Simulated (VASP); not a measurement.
# AlSi4NO8 in VASP: notebook, part 2 of 2

VASP 6.6.1. Earlier steps stand in the parts before.

## (4) Single point, PBE

INCAR

```
  PREC = Accurate
  ENCUT = 520
  EDIFF = 1E-7
  ISMEAR = -1
  SIGMA = 0.05
  LREAL = False
  LASPH = True
  NELM = 60
  ALGO = Normal
  ISIF = 2
  LWAVE = False
  LCHARG = False
  GGA = PE
  ISYM = 0
  NBANDS = 49
```

KPOINTS

```
Automatic mesh
0
Gamma
  1 1 1
  0.25 0.25 0.25
```

POSCAR

```
AlSi4NO8
1.0
    5.7572110000     -0.1084800000      0.0355500000
   -0.1084800000      5.9047110000     -0.0767980000
    0.0355500000     -0.0767980000      5.9747940000
Si O Al N
4 8 1 1
Direct
    0.2370374952      0.5107897023      0.3907620823
    0.6390303743      0.4297993423      0.0394917716
    0.1469031774      0.1734213842      0.0466431156
    0.4146548750      0.7983860288      0.7738483485
    0.2162456320      0.9189470060      0.9466284126
    0.6232240121      0.6583919572      0.8931989240
    1.0031409912      0.6522257528      0.3225063443
    0.4025778896      0.2731866520      0.9443159956
    0.1523841693      0.2373840811      0.3203828225
    0.8801940511      0.2765396104      0.9718746438
    0.5769644833      0.9162486403      0.5771415677
    0.2581436326      0.5875368107      0.6522259422
    0.7311455798      0.7132167193      0.4245675068
    0.5273102357      0.5100655732      0.2958825253
```

Potentials or basis: VASP PAW PBE potentials, release 64 (Si, O, Al, N).

Run with:

```
$ cat potpaw_PBE.64/Si/POTCAR potpaw_PBE.64/O/POTCAR potpaw_PBE.64/Al/POTCAR potpaw_PBE.64/N/POTCAR > POTCAR
$ mpirun -np 1 vasp_std > vasp.out
```

OUTCAR:

```text
PREC = Accurate
   ENCUT = 520
   EDIFF = 1E-7
   ISMEAR = -1
   LREAL = False
   LASPH = True
   NELM = 60
   ISIF = 2
   GGA = PE
   ISYM = 0

 ion  position               nearest neighbor table
   1  0.237  0.511  0.391-  12 1.62   7 1.67   9 1.71  14 1.76   3 2.86   4 2.98  13 3.05   2 3.15
                            13 3.19
   2  0.639  0.430  0.039-   6 1.63   8 1.71  14 1.72  10 1.72  13 2.85   4 3.06   1 3.15
   3  0.147  0.173  0.047-   5 1.66   9 1.67   8 1.68  10 1.74   1 2.86
   4  0.415  0.798  0.774-  11 1.65   6 1.66  12 1.67   5 1.69  13 2.80   1 2.98   2 3.06
   5  0.216  0.919  0.947-   3 1.66   4 1.69
   6  0.623  0.658  0.893-   2 1.63   4 1.66
   7  0.003  0.652  0.323-   1 1.67  13 1.72
   8  0.403  0.273  0.944-   3 1.68   2 1.71
   9  0.152  0.237  0.320-   3 1.67   1 1.71
  10  0.880  0.277  0.972-   2 1.72   3 1.74
  11  0.577  0.916  0.577-   4 1.65  13 1.75
  12  0.258  0.588  0.652-   1 1.62   4 1.67
  13  0.731  0.713  0.425-   7 1.72  11 1.75  14 1.81   4 2.80   2 2.85   1 3.05   1 3.19
  14  0.527  0.510  0.296-   2 1.72   1 1.76  13 1.81

IMPORTANT INFORMATION: All symmetrisations will be switched off!
NOSYMM: (Re-)initialisation of all symmetry stuff for point group C_1.

----------------------------------------------------------------------------------------

                                     Primitive cell

  volume of cell :     203.0000

  direct lattice vectors                    reciprocal lattice vectors
     5.757211000 -0.108480000  0.035550000     0.173761254  0.003179387 -0.000993012
    -0.108480000  5.904711000 -0.076798000     0.003179387  0.169442791  0.002159044
     0.035550000 -0.076798000  5.974794000    -0.000993012  0.002159044  0.167403447

  length of vectors
     5.758342662  5.906206721  5.975393299     0.173793176  0.169486369  0.167420314

  position of ions in fractional coordinates (direct lattice)
     0.237037495  0.510789702  0.390762082
     0.639030374  0.429799342  0.039491772
     0.146903177  0.173421384  0.046643116
[... 110 lines left out ...]
 maximum number of plane-waves:      5470
 NGX is ok and might be reduce to    42
   NGX = 21   NGY = 21   NGZ = 23

 number of electron      72.0000000 magnetization

 Free energy of the ion-electron system (eV)
  ---------------------------------------------------
  ext. energy  EPLUGINS =         0.00000000
  ---------------------------------------------------
  free energy    TOTEN  =      -104.90485688 eV

  energy without entropy =     -104.90485688  energy(sigma->0) =     -104.90485688

 E-fermi :   2.3866     XC(G=0):  -8.5803

 val. band max:        1.1043321629   @ k =   0.2500   0.2500   0.2500
 cond. band min:       5.4457253530   @ k =   0.2500   0.2500   0.2500
 fundamental gap:      4.3413931901
 Fermi energy:         2.3866400945

 k-point     1 :       0.2500    0.2500    0.2500
  band No.  band energies     occupation
      1     -18.1770      2.00000
      2     -17.7741      2.00000
      3     -17.3218      2.00000
      4     -16.8063      2.00000
      5     -16.6743      2.00000
      6     -16.3719      2.00000
[... 40 lines left out ...]
     47      10.3253      0.00000
     48      10.6393      0.00000
 [bands above 48 left out]

------------------------ aborting loop because EDIFF is reached ----------------------------------------

  FORCE on cell =-STRESS in cart. coord.  units (eV):
  Direction    XX          YY          ZZ          XY          YZ          ZX
  --------------------------------------------------------------------------------------
  -------------------------------------------------------------------------------------
  Total      -20.7122081     -2.1140750      2.3872070     11.0800783     -5.7030731      5.9035663
  in kB     -163.4710876    -16.6853356     18.8410299     87.4495099    -45.0115004     46.5938931
  external PRESSURE =     -53.7717977 kB  Pullay stress =       0.0000000 kB

 VOLUME and BASIS-vectors are now :
 -----------------------------------------------------------------------------
  energy-cutoff  :      520.00
  volume of cell :      203.00
      direct lattice vectors                 reciprocal lattice vectors
     5.757211000 -0.108480000  0.035550000     0.173761254  0.003179387 -0.000993012
    -0.108480000  5.904711000 -0.076798000     0.003179387  0.169442791  0.002159044
     0.035550000 -0.076798000  5.974794000    -0.000993012  0.002159044  0.167403447

 POSITION                                       TOTAL-FORCE (eV/Angst)
 -----------------------------------------------------------------------------------
      1.32316      2.96034      2.30392         0.016712     -1.285341     -0.375725
      3.63381      2.46549      0.22566        -1.668722     -2.053748     -1.018869
      0.82860      1.00449      0.27059         0.812359      1.029009     -0.385825
      2.32816      4.60983      4.57701        -0.639537     -0.493587      0.205194
      1.17894      5.32996      5.59302        -0.389364     -1.099832     -0.543386
      3.54836      3.75141      5.30827         0.892207      0.575424     -0.106058
     -0.04121      3.82610      1.87693         0.361787      0.311371     -0.145732
      2.32166      1.49689      5.63543         0.591953      1.040719      0.288380
      0.86295      1.36055      1.90141        -0.066938      0.144914     -0.239143
      5.07201      1.46276      5.81680         0.247898      0.074315      0.748811
      3.24283      5.30327      3.39845        -0.128777      0.296308      0.063644
      1.44564      3.39114      3.86097        -0.206914      0.495556      0.565145
      4.14708      4.09942      2.50792        -0.134809      0.129884      0.342763
      2.99102      2.93186      1.74741         0.312144      0.835009      0.600800
 -----------------------------------------------------------------------------------
    total drift:                               -0.000037      0.000010     -0.000431

  FREE ENERGIE OF THE ION-ELECTRON SYSTEM (eV)
  ---------------------------------------------------
  free  energy   TOTEN  =      -104.9048568843 eV

  energy  without entropy=     -104.9048568842  energy(sigma->0) =     -104.90485688
```

OSZICAR:

```text
N       E                     dE             d eps       ncg     rms          rms(c)
DAV:   1     0.438991139484E+03    0.43899E+03   -0.36373E+04    98   0.133E+03
DAV:   2    -0.830392434912E+02   -0.52203E+03   -0.50891E+03   115   0.306E+02
DAV:   3    -0.120512250691E+03   -0.37473E+02   -0.37229E+02   116   0.882E+01
DAV:   4    -0.121099969736E+03   -0.58772E+00   -0.58659E+00   124   0.119E+01
DAV:   5    -0.121109933695E+03   -0.99640E-02   -0.99568E-02   124   0.148E+00    0.281E+01
DAV:   6    -0.105091421269E+03    0.16019E+02   -0.62375E+01   107   0.335E+01    0.128E+01
DAV:   7    -0.104958342673E+03    0.13308E+00   -0.16855E+00   124   0.651E+00    0.524E+00
DAV:   8    -0.104891410608E+03    0.66932E-01   -0.18973E-01   124   0.256E+00    0.205E+00
DAV:   9    -0.104898806902E+03   -0.73963E-02   -0.57352E-02   116   0.140E+00    0.412E-01
DAV:  10    -0.104902574589E+03   -0.37677E-02   -0.61119E-03   124   0.450E-01    0.270E-01
DAV:  11    -0.104904309955E+03   -0.17354E-02   -0.19753E-03   124   0.280E-01    0.104E-01
DAV:  12    -0.104904772764E+03   -0.46281E-03   -0.39754E-04   116   0.114E-01    0.278E-02
DAV:  13    -0.104904846780E+03   -0.74016E-04   -0.15894E-04   124   0.676E-02    0.185E-02
DAV:  14    -0.104904853193E+03   -0.64133E-05   -0.15539E-05   124   0.310E-02    0.881E-03
DAV:  15    -0.104904856452E+03   -0.32586E-05   -0.82012E-06   116   0.160E-02    0.439E-03
DAV:  16    -0.104904856834E+03   -0.38223E-06   -0.89408E-07   124   0.615E-03    0.162E-03
DAV:  17    -0.104904856884E+03   -0.50396E-07   -0.45771E-07   108   0.420E-03
   1 F= -.10490486E+03 E0= -.10490486E+03  d E =-.194552E-10
```

stdout:

```text
POSCAR found type information on POSCAR SiO AlN
 POSCAR found :  4 types and      14 ions
 scaLAPACK will be used
 LDA part: xc-table for (Slater+PW92), standard interpolation
 POSCAR, INCAR and KPOINTS ok, starting setup
 FFT: planning ... GRIDC
 FFT: planning ... GRID_SOFT
 FFT: planning ... GRID
 WAVECAR not read
 entering main loop
```

Wall time 42 s (1 thread of Intel Xeon 8259CL, shared host); peak memory 0.32 GiB.

Results:

```
Free energy            : -104.9049 eV
Pressure               : -5.4 GPa
Largest force          : 2.836 eV/Å
Band gap on the k mesh : 4.34 eV
```

Forces on the atoms (eV/Å):
```
Si   0.017 -1.285 -0.376
Si  -1.669 -2.054 -1.019
Si   0.812  1.029 -0.386
Si  -0.640 -0.494  0.205
O   -0.389 -1.100 -0.543
O    0.892  0.575 -0.106
O    0.362  0.311 -0.146
O    0.592  1.041  0.288
O   -0.067  0.145 -0.239
O    0.248  0.074  0.749
O   -0.129  0.296  0.064
O   -0.207  0.496  0.565
Al  -0.135  0.130  0.343
N    0.312  0.835  0.601
```

Levels at points of the mesh, in eV from the valence-band top:
```csv
k point,band 34,band 35,band 36,band 37,band 38,band 39
"(0.25, 0.25, 0.25)",-0.61,-0.30,0.00,4.34,5.78,6.10
```

Caveat: the k points lie up to 1.09 Å⁻¹ apart.
